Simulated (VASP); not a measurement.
# C (P6_3/mmc) in VASP: a series of runs, part 2 of 2

VASP 6.6.1. The steps go on from the part before.

### Step 3. Single point, LDA

This run uses another cell than the first one, of 5.52 Å³/atom, 0.961 times its volume.

Input file INCAR:

```
PREC = Accurate
ENCUT = 520
EDIFF = 1E-7
ISMEAR = 0
SIGMA = 0.1
LREAL = F
LASPH = T
NELM = 80
ALGO = Normal
ISIF = 2
LWAVE = F
LCHARG = F
NBANDS = 16
```

Input file KPOINTS:

```
regular mesh
0
Gamma
  9 9 6
```

Input file POSCAR:

```
C
1.0
    2.4836066686      0.0000000000      0.0000000000
   -1.2418033343      2.1508664680      0.0000000000
    0.0000000000      0.0000000000      4.1364874352
C
4
Direct
    0.3333333333      0.6666666667     -0.0001757281
    0.6666666667      0.3333333333      0.4998242719
    0.3333333333      0.6666666667      0.3741757281
    0.6666666667      0.3333333333      0.8741757281
```

Potentials or basis: VASP PAW LDA potentials, release 64 (C).

On the command line:

```sh
$ cat potpaw_LDA.64/C/POTCAR > POTCAR
$ mpirun -np 1 vasp_std > vasp.out
```

OUTCAR:

```text
PREC = Accurate
   ENCUT = 520
   EDIFF = 1E-7
   ISMEAR = 0
   LREAL = F
   LASPH = T
   NELM = 80
   ISIF = 2

 ion  position               nearest neighbor table
   1  0.333  0.667  1.000-   4 1.53   4 1.53   4 1.53   3 1.55
   2  0.667  0.333  0.500-   3 1.53   3 1.53   3 1.53   4 1.55
   3  0.333  0.667  0.374-   2 1.53   2 1.53   2 1.53   1 1.55
   4  0.667  0.333  0.874-   1 1.53   1 1.53   1 1.53   2 1.55

  LATTYP: Found a hexagonal cell.
 ALAT       =     2.4836066686
 C/A-ratio  =     1.6655163185

  Lattice vectors:

 A1 = (   2.4836066686,   0.0000000000,   0.0000000000)
 A2 = (  -1.2418033343,   2.1508664680,   0.0000000000)
 A3 = (   0.0000000000,   0.0000000000,   4.1364874352)

Analysis of symmetry for initial positions (statically):
=====================================================================
 Subroutine PRICEL returns:
 Original cell was already a primitive cell.

 Routine SETGRP: Setting up the symmetry group for a
 hexagonal supercell.

 Subroutine GETGRP returns: Found 24 space group operations
 (whereof  6 operations were pure point group operations)
 out of a pool of 24 trial point group operations.

The static configuration has the point symmetry C_3v.
 The point group associated with its full space group is D_6h.

Analysis of symmetry for dynamics (positions and initial velocities):
=====================================================================
 Subroutine PRICEL returns:
 Original cell was already a primitive cell.

 Routine SETGRP: Setting up the symmetry group for a
 hexagonal supercell.

 Subroutine GETGRP returns: Found 24 space group operations
 (whereof  6 operations were pure point group operations)
[... 117 lines left out ...]
   PSTRESS=    0.0 pullay stress
   NELECT =      16.0000    total number of electrons
   NUPDOWN=      -1.0000    fix difference up-down
   EMIN   =  10.00;   EMAX   =-10.00  energy-range for DOS
   EFERMI =   0.00;   METHOD = LEGACY
   ISMEAR =     0;   SIGMA  =   0.10  broadening in eV -4-tet -1-fermi 0-gaus
   EFERMI_NEDOS =   21; number of points for ismear=-14 and -15
   IALGO  =     38    algorithm
   IMIX   =      4    mixing-type and parameters
     AMIX     =   0.40;   BMIX     =  1.00
     AMIX_MAG =   1.60;   BMIX_MAG =  1.00
  volume/ion in A,a.u.               =       5.52        37.28
  Fermi-wavevector in a.u.,A,eV,Ry     =   1.470073  2.778035 29.403740  2.161114
  Thomas-Fermi vector in A             =   2.585374
   LORBIT       =      0    0 simple, 1 ext, 2 COOP (PROOUT), +10 PAW based schemes
   GGA     = CA    functional components
   LHFCALC =     F    Hartree Fock is set to
   AEXX    =    0.0000 exact exchange contribution
   IVDW    =     0    specifies the selected vdW correction
   LEPSILON=     F    determine dielectric tensor
   LRPA    =     F    only Hartree local field effects (RPA)
 non-spin polarized calculation
 Gauss-broadening in eV      SIGMA  =   0.10
  energy-cutoff  :      520.00
  volume of cell :       22.10
 maximum number of plane-waves:       608
   NGX =  9   NGY =  9   NGZ = 15

 number of electron      15.9999992 magnetization

 Free energy of the ion-electron system (eV)
  ---------------------------------------------------
  ext. energy  EPLUGINS =         0.00000000
  ---------------------------------------------------
  free energy    TOTEN  =       -40.38986928 eV

  energy without entropy =      -40.38986928  energy(sigma->0) =      -40.38986928

 E-fermi :  10.9015     XC(G=0): -13.6219

 val. band max:       10.4185161625   @ k =   0.0000   0.0000   0.0000
 cond. band min:      13.4294151096   @ k =   0.3333   0.3333   0.0000
 fundamental gap:      3.0108989471
 Fermi energy:        10.9014652196

 k-point     1 :       0.0000    0.0000    0.0000
  band No.  band energies     occupation
      1     -11.5810      2.00000
      2      -5.8029      2.00000
      3      -3.5751      2.00000
      4       7.2696      2.00000
      5       7.2696      2.00000
      6       9.9000      2.00000
[... 433 lines left out ...]
      3      -0.8674      2.00000
      4      -0.1098      2.00000
      5      -0.1098      2.00000
      6       2.7176      2.00000
[... 8 lines left out ...]
     15      26.2640      0.00000
     16      26.2640      0.00000

 [... further k-points ...]
[... 5 lines left out ...]
  --------------------------------------------------------------------------------------
  -------------------------------------------------------------------------------------
  Total        0.1983736      0.1983736      0.2041868      0.0000000      0.0000000      0.0000000
  in kB       14.3835642     14.3835642     14.8050612      0.0000000      0.0000000      0.0000000
  external PRESSURE =      14.5240632 kB  Pullay stress =       0.0000000 kB

 VOLUME and BASIS-vectors are now :
 -----------------------------------------------------------------------------
  energy-cutoff  :      520.00
  volume of cell :       22.10
      direct lattice vectors                 reciprocal lattice vectors
     2.483606669  0.000000000  0.000000000     0.402640246  0.232464454  0.000000000
    -1.241803334  2.150866468  0.000000000     0.000000000  0.464928909  0.000000000
     0.000000000  0.000000000  4.136487435     0.000000000  0.000000000  0.241751006

 POSITION                                       TOTAL-FORCE (eV/Angst)
 -----------------------------------------------------------------------------------
     -0.00000      1.43391      4.13576         0.000000      0.000000      0.005804
      1.24180      0.71696      2.06752        -0.000000     -0.000000      0.005804
     -0.00000      1.43391      1.54777         0.000000      0.000000     -0.005804
      1.24180      0.71696      3.61602         0.000000     -0.000000     -0.005804
 -----------------------------------------------------------------------------------
    total drift:                               -0.000000      0.000000      0.000001

  FREE ENERGIE OF THE ION-ELECTRON SYSTEM (eV)
  ---------------------------------------------------
  free  energy   TOTEN  =       -40.3898692773 eV

  energy  without entropy=      -40.3898692773  energy(sigma->0) =      -40.38986928
```

stdout:

```text
POSCAR found type information on POSCAR C
 POSCAR found :  1 types and       4 ions
 scaLAPACK will be used
 LDA part: xc-table for (Slater(with rela. corr.)+CA(PZ))
 , standard interpolation
 POSCAR, INCAR and KPOINTS ok, starting setup
 FFT: planning ... GRIDC
 FFT: planning ... GRID_SOFT
 FFT: planning ... GRID
 WAVECAR not read
 entering main loop
```

Wall time 21 s (1 thread of Intel Xeon 8259CL, shared host); peak memory 0.12 GiB.

Results:

- Free energy: -40.3899 eV
- Pressure: 1.5 GPa
- Largest force: 0.006 eV/Å
- Band gap on the k mesh: 3.01 eV, indirect (least direct gap 4.97 eV)

Forces in eV/Å, atoms in the order of the input:
```
C    0.000  0.000  0.006
C    0.000  0.000  0.006
C    0.000  0.000 -0.006
C    0.000  0.000 -0.006
```

A k mesh can miss the band edges. A hybrid or GW would open this gap; LDA tends to underestimate it.
